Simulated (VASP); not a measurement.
CoSi2:

```xyz
3
Lattice="0.0000 2.6780 2.6780 2.6780 0.0000 2.6780 2.6780 2.6780 0.0000" Properties=species:S:1:pos:R:3 pbc="T T T"
Co    0.0000    0.0000    0.0000
Si    1.3390    1.3390    1.3390
Si    4.0170    4.0170    4.0170
```

| Quantity | Value |
| --- | --- |
| Program | VASP 6.6.1 |
| Task | relaxation of cell and atoms |
| Functional | r2SCAN |
| Potentials or basis | VASP PAW PBE potentials, release 64 (Co, Si) |
| Cutoff | 600 eV |
| k mesh | 14 × 14 × 14 |
| Occupations | gaussian, width 0.1 eV |
| Spin | no spin polarisation |

At the start: pressure -4.5 GPa; volume 12.80 Å³/atom.

Task: How do energy, volume and symmetry change on relaxing?

Result: Over 3 steps the energy falls by 4.3 meV/atom and the volume is 12.50 Å³/atom (-2.3 %); space group Fm-3m (No. 225, to 0.1 Å) before and after.

Step by step:
| step | energy change (eV) | largest force (eV/Å) | pressure (GPa) | volume (Å³) |
| --- | --- | --- | --- | --- |
| 1 | 0.0000 | 0.0000 | -4.45 | 38.41 |
| 2 | 0.0060 | 0.0000 | 5.97 | 36.47 |
| 3 | -0.0129 | 0.0000 | -0.02 | 37.51 |

Final structure:
```cif
data_structure
_symmetry_space_group_name_H-M 'P 1'
_symmetry_Int_Tables_number 1
_cell_length_a 3.7575
_cell_length_b 3.7575
_cell_length_c 3.7575
_cell_angle_alpha 60.000
_cell_angle_beta 60.000
_cell_angle_gamma 60.000
_cell_volume 37.51
loop_
_atom_site_label
_atom_site_type_symbol
_atom_site_fract_x
_atom_site_fract_y
_atom_site_fract_z
_atom_site_occupancy
Co1 Co 0.00000 0.00000 0.00000 1
Si1 Si 0.25000 0.25000 0.25000 1
Si2 Si 0.75000 0.75000 0.75000 1
```

Caveat: the PAW data sets were made with another functional, which shifts forces and pressure a little; the run has no spin polarisation, though such a crystal can be magnetic.
